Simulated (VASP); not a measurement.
Write the native input for VASP 6.6.1 that does the following.

```yaml
Task: single point
Functional: PBE
Potentials_or_basis: VASP PAW PBE potentials, release 64 (Cd, O)
Cutoff: 600 eV
k_mesh: 6 × 6 × 6
Occupations: gaussian, width 0.1 eV
Spin: no spin polarisation
Dipole_correction: no
Further_INCAR_settings: ALGO = Normal; EDIFF = 1e-06; NBANDS = 16
```

The structure of CdO lies in POSCAR:

```
CdO
1.0
    0.0000000000      2.3834614691      2.3834614691
    2.3834614691      0.0000000000      2.3834614691
    2.3834614691      2.3834614691      0.0000000000
Cd O
1 1
Direct
    0.0000000000      0.0000000000      0.0000000000
    0.5000000000      0.5000000000      0.5000000000
```

The input as run:

INCAR

```
SYSTEM = CdO
  ALGO = Normal
  EDIFF = 1E-6
  ENCUT = 600
  GGA = PE
  GGA_COMPAT = .FALSE.
  ISIF = 2
  ISMEAR = 0
  LASPH = .TRUE.
  LCHARG = .FALSE.
  LREAL = .FALSE.
  LWAVE = .FALSE.
  NBANDS = 16
  NELM = 120
  PREC = Accurate
  SIGMA = 0.1
```

KPOINTS

```
k-points
0
G
  6 6 6
  0 0 0
```

Potentials or basis: VASP PAW PBE potentials, release 64 (Cd, O).

Command:

```console
$ cat potpaw_PBE.64/Cd/POTCAR potpaw_PBE.64/O/POTCAR > POTCAR
$ mpirun -np 1 vasp_std > vasp.out
```

It gave:

```json
{"Pressure": "1.1 GPa", "Band gap on the k mesh": "zero (band 9 reaches 1.64 eV, above the bottom of band 10 at 1.13 eV)"}
```

Caveat: the k points lie up to 0.38 Å⁻¹ apart.

Wall time 17 s on 1 thread of Intel Xeon 8259CL, on a shared host, peak memory 0.16 GiB.
